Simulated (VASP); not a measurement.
# LiNbO3 (R-3c) in VASP: notebook, part 2 of 2

VASP 6.6.1. The steps go on from the part before.

## 3. Single point, PBE (z stretched by -1 %, then relaxed in part)

The input, INCAR:

```
SYSTEM = LiNbO3
PREC = Accurate ; ENCUT = 520
EDIFF = 1E-6 ; ISMEAR = -1
SIGMA = 0.02 ; LREAL = .FALSE.
LASPH = .TRUE. ; NELM = 60
ALGO = Normal ; ISIF = 2
LWAVE = .FALSE. ; LCHARG = .FALSE.
GGA = PE ; NBANDS = 45
```

The input, KPOINTS:

```
regular mesh
0
G
  7 7 7
  0 0 0
```

The input, POSCAR:

```
LiNbO3
1.0
    2.5689010133      1.4831556916      4.4545743000
   -2.5689010133      1.4831556916      4.4545743000
    0.0000000000     -2.9663113832      4.4545743000
Li Nb O
2 2 6
Direct
    0.7500000000      0.7500000000      0.7500000000
    0.2500000000      0.2500000000      0.2500000000
    0.5000000000      0.5000000000      0.5000000000
    0.0000000000      0.0000000000      0.0000000000
    0.6202144000      0.8797856000      0.2500000000
    0.2500000000      0.6202144000      0.8797856000
    0.8797856000      0.2500000000      0.6202144000
    0.7500000000      0.3797856000      0.1202144000
    0.3797856000      0.1202144000      0.7500000000
    0.1202144000      0.7500000000      0.3797856000
```

Potentials or basis: VASP PAW PBE potentials, release 64 (Li_sv, Nb_sv, O).

The run is started by

```bash
$ cat potpaw_PBE.64/Li_sv/POTCAR potpaw_PBE.64/Nb_sv/POTCAR potpaw_PBE.64/O/POTCAR > POTCAR
$ mpirun -np 1 vasp_std > vasp.out
```

OUTCAR:

```text
SYSTEM = LiNbO3
   PREC = Accurate
   ENCUT = 520
   EDIFF = 1E-6
   ISMEAR = -1
   LREAL = .FALSE.
   LASPH = .TRUE.
   NELM = 60
   ISIF = 2
   GGA = PE

 ion  position               nearest neighbor table
   1  0.750  0.750  0.750-   9 1.90   8 1.90  10 1.90
   2  0.250  0.250  0.250-   5 1.90   6 1.90   7 1.90
   3  0.500  0.500  0.500-   7 1.97  10 1.97   8 1.97   6 1.97   9 1.97   5 1.97
   4  0.000  0.000  0.000-   6 1.97   8 1.97   7 1.97  10 1.97   9 1.97   5 1.97
   5  0.620  0.880  0.250-   2 1.90   3 1.97   4 1.97
   6  0.250  0.620  0.880-   2 1.90   4 1.97   3 1.97
   7  0.880  0.250  0.620-   2 1.90   3 1.97   4 1.97
   8  0.750  0.380  0.120-   1 1.90   4 1.97   3 1.97
   9  0.380  0.120  0.750-   1 1.90   3 1.97   4 1.97
  10  0.120  0.750  0.380-   1 1.90   3 1.97   4 1.97

  LATTYP: Found a trigonal (rhomboedric) cell.
 ALAT       =     5.3518441136
 COS(alpha) =     0.5391943177

  Lattice vectors:

 A1 = (   2.5689010133,   1.4831556916,   4.4545743000)
[... 202 lines left out ...]
  band No.  band energies     occupation
      1     -50.2326      2.00000
      2     -50.2132      2.00000
      3     -38.4693      2.00000
      4     -38.4667      2.00000
      5     -26.5147      2.00000
      6     -26.5147      2.00000
[... 1141 lines left out ...]
     44      13.7040      0.00000
     45      14.6840      0.00000

 [... further k-points ...]

------------------------ aborting loop because EDIFF is reached ----------------------------------------

  FORCE on cell =-STRESS in cart. coord.  units (eV):
  Direction    XX          YY          ZZ          XY          YZ          ZX
  --------------------------------------------------------------------------------------
  -------------------------------------------------------------------------------------
  Total        6.1809980      6.1809980      7.7105439      0.0000000      0.0000000      0.0000000
  in kB       97.2473148     97.2473148    121.3120728      0.0000000      0.0000000      0.0000000
  external PRESSURE =     105.2689008 kB  Pullay stress =       0.0000000 kB

 VOLUME and BASIS-vectors are now :
 -----------------------------------------------------------------------------
  energy-cutoff  :      520.00
  volume of cell :      101.83
      direct lattice vectors                 reciprocal lattice vectors
     2.568901013  1.483155692  4.454574300     0.194635760  0.112373008  0.074829447
    -2.568901013  1.483155692  4.454574300    -0.194635760  0.112373008  0.074829447
     0.000000000 -2.966311383  4.454574300     0.000000000 -0.224746016  0.074829447

 POSITION                                       TOTAL-FORCE (eV/Angst)
 -----------------------------------------------------------------------------------
      0.00000      0.00000     10.02279        -0.000000     -0.000000      0.000000
      0.00000      0.00000      3.34093        -0.000000     -0.000000      0.000000
      0.00000      0.00000      6.68186        -0.000000     -0.000000      0.000000
      0.00000      0.00000      0.00000        -0.000000     -0.000000      0.000000
     -0.66681      1.48316      7.79551         0.030675     -0.000000     -0.000000
     -0.95104     -1.31905      7.79551        -0.015337      0.026565      0.000000
      1.61786     -0.16410      7.79551        -0.015337     -0.026565      0.000000
      0.95104      1.31905      5.56822         0.015337     -0.026565      0.000000
      0.66681     -1.48316      5.56822        -0.030675     -0.000000     -0.000000
     -1.61786      0.16410      5.56822         0.015337      0.026565      0.000000
 -----------------------------------------------------------------------------------
    total drift:                               -0.000000      0.000000      0.000000

  FREE ENERGIE OF THE ION-ELECTRON SYSTEM (eV)
  ---------------------------------------------------
  free  energy   TOTEN  =       -79.5151688517 eV

  energy  without entropy=      -79.5151688517  energy(sigma->0) =      -79.51516885
```

Wall time 4.1 min (1 thread of Intel Xeon Platinum 8488C (Sapphire Rapids), shared host); peak memory 0.34 GiB.

Results:

```yaml
Free_energy: -79.5152 eV
Largest_force: 0.031 eV/Å
Band_gap_on_the_k_mesh: 2.65 eV (least direct gap 2.71 eV)
```

Forces on the atoms (eV/Å):
```
Li   0.000  0.000  0.000
Li   0.000  0.000  0.000
Nb   0.000  0.000  0.000
Nb   0.000  0.000  0.000
O    0.031  0.000  0.000
O   -0.015  0.027  0.000
O   -0.015 -0.027  0.000
O    0.015 -0.027  0.000
O   -0.031  0.000  0.000
O    0.015  0.027  0.000
```

Levels at points of the mesh, in eV from the valence-band top:
| k point | band 30 | band 31 | band 32 | band 33 | band 34 | band 35 | band 36 | band 37 | band 38 | band 39 |
| --- | --- | --- | --- | --- | --- | --- | --- | --- | --- | --- |
| (0.00, 0.00, 0.00) | -0.44 | -0.44 | -0.25 | -0.25 | 0.00 | 2.71 | 2.71 | 2.78 | 4.75 | 4.75 |

Caveat: the cell differs from its parent crystal (z stretched by -1 %, then relaxed in part); the cutoff is under 1.25 times the usual one of these potentials, so pressure, stress and relaxed cells hold a basis-set (Pulay) error. A k mesh can miss the band edges.

## 4. Single point, PBE

This run uses another cell than the first one, of 10.29 Å³/atom.

The input, INCAR:

```
ALGO = Normal
EDIFF = 1E-6
ENCUT = 520
GGA = PE
ISIF = 2
ISMEAR = -1
LASPH = True
LCHARG = False
LREAL = False
LWAVE = False
NBANDS = 45
NELM = 80
PREC = Accurate
SIGMA = 0.02
```

The input, KPOINTS:

```
k-points
0
Gamma
  7 7 7
```

The input, POSCAR:

```
LiNbO3
1.0
    2.5689010133      1.4831556916      4.4995700000
   -2.5689010133      1.4831556916      4.4995700000
    0.0000000000     -2.9663113832      4.4995700000
Li Nb O
2 2 6
Direct
    0.7500000000      0.7500000000      0.7500000000
    0.2500000000      0.2500000000      0.2500000000
    0.5000000000      0.5000000000      0.5000000000
    0.0000000000      0.0000000000      0.0000000000
    0.6215198159      0.8784801841      0.2500000000
    0.2500000000      0.6215198159      0.8784801841
    0.8784801841      0.2500000000      0.6215198159
    0.7500000000      0.3784801841      0.1215198159
    0.3784801841      0.1215198159      0.7500000000
    0.1215198159      0.7500000000      0.3784801841
```

The run is started by

```bash
$ cat potpaw_PBE.64/Li_sv/POTCAR potpaw_PBE.64/Nb_sv/POTCAR potpaw_PBE.64/O/POTCAR > POTCAR
$ mpirun -np 1 vasp_std > vasp.out
```

It took 3.9 min on 1 thread of Intel Xeon Platinum 8488C (Sapphire Rapids), shared host; peak memory 0.34 GiB.

The run converged. Its results:

```
Free energy            : -79.5866 eV
Largest force          : 0.030 eV/Å
Band gap on the k mesh : 2.65 eV (least direct gap 2.71 eV)
```

Forces in eV/Å, atoms in the order of the input:
```
Li   0.000  0.000  0.000
Li   0.000  0.000  0.000
Nb   0.000  0.000  0.000
Nb   0.000  0.000  0.000
O    0.030  0.000  0.000
O   -0.015  0.026  0.000
O   -0.015 -0.026  0.000
O    0.015 -0.026  0.000
O   -0.030  0.000  0.000
O    0.015  0.026  0.000
```

Levels at points of the mesh, in eV from the valence-band top:
| k point | band 31 | band 32 | band 33 | band 34 | band 35 | band 36 | band 37 | band 38 |
| --- | --- | --- | --- | --- | --- | --- | --- | --- |
| (0.00, 0.00, 0.00) | -0.38 | -0.21 | -0.21 | 0.00 | 2.71 | 2.71 | 2.83 | 4.75 |

Caveat: the cutoff is under 1.25 times the usual one of these potentials, so pressure, stress and relaxed cells hold a basis-set (Pulay) error.

## 5. Single point, PBE (z stretched by +1 %, then relaxed in part)

The input, INCAR:

```
  PREC = Accurate
  ENCUT = 520
  EDIFF = 1E-7
  ISMEAR = -1
  SIGMA = 0.02
  LREAL = False
  LASPH = True
  NELM = 100
  ALGO = Normal
  ISIF = 2
  LWAVE = False
  LCHARG = True
  GGA = PE
  LELF = True
  LVHAR = True
  NBANDS = 45
```

The input, KPOINTS:

```
regular mesh
0
Gamma
  7 7 7
```

The input, POSCAR:

```
LiNbO3
1.0
    2.5689010133      1.4831556916      4.5445657000
   -2.5689010133      1.4831556916      4.5445657000
    0.0000000000     -2.9663113832      4.5445657000
Li Nb O
2 2 6
Direct
    0.7500000000      0.7500000000      0.7500000000
    0.2500000000      0.2500000000      0.2500000000
    0.5000000000      0.5000000000      0.5000000000
    0.0000000000      0.0000000000      0.0000000000
    0.6228620408      0.8771379592      0.2500000000
    0.2500000000      0.6228620408      0.8771379592
    0.8771379592      0.2500000000      0.6228620408
    0.7500000000      0.3771379592      0.1228620408
    0.3771379592      0.1228620408      0.7500000000
    0.1228620408      0.7500000000      0.3771379592
```

The run is started by

```bash
$ cat potpaw_PBE.64/Li_sv/POTCAR potpaw_PBE.64/Nb_sv/POTCAR potpaw_PBE.64/O/POTCAR > POTCAR
$ mpirun -np 1 vasp_std > vasp.out
```

It took 4.9 min on 1 thread of Intel Xeon Platinum 8488C (Sapphire Rapids), shared host; peak memory 0.33 GiB.

The run converged. Its results:

| Quantity | Value |
| --- | --- |
| Free energy | -79.6394 eV |
| Largest force | 0.028 eV/Å |
| Band gap on the k mesh | 2.64 eV (least direct gap 2.70 eV) |

Forces in eV/Å, atoms in the order of the input:
```
Li   0.000  0.000  0.000
Li   0.000  0.000  0.000
Nb   0.000  0.000  0.000
Nb   0.000  0.000  0.000
O    0.028  0.000  0.000
O   -0.014  0.024  0.000
O   -0.014 -0.024  0.000
O    0.014 -0.024  0.000
O   -0.028  0.000  0.000
O    0.014  0.024  0.000
```

Levels at points of the mesh, in eV from the valence-band top:
| k point | band 32 | band 33 | band 34 | band 35 | band 36 | band 37 |
| --- | --- | --- | --- | --- | --- | --- |
| (0.00, 0.00, 0.00) | -0.17 | -0.17 | -0.01 | 2.69 | 2.69 | 2.85 |

Caveat: the cell differs from its parent crystal (z stretched by +1 %, then relaxed in part); the cutoff is under 1.25 times the usual one of these potentials, so pressure, stress and relaxed cells hold a basis-set (Pulay) error.

## 6. The runs side by side

```csv
cell,gap on the mesh (eV),largest force (eV/Å)
"a = 5.314 Å, angles 57.8°, 10 atoms, atomic positions A",2.64,0.03
"a = 5.352 Å, angles 57.4°, 10 atoms, atomic positions B",2.65,0.03
"a = 5.389 Å, angles 56.9°, 10 atoms, atomic positions C",2.65,0.03
"a = 5.427 Å, angles 56.5°, 10 atoms, atomic positions D",2.64,0.03
```

Alike in all rows: task single point; level PBE; potentials or basis VASP PAW PBE potentials, release 64 (Li_sv, Nb_sv, O); no spin polarisation; k mesh 7 × 7 × 7; cutoff (eV) 520; smearing fermi-dirac 0.02 eV.

Caveats: the cutoff is under 1.25 times the usual one of these potentials, so pressure, stress and relaxed cells hold a basis-set (Pulay) error.

Absolute energies hang on the potentials; compare differences alone.
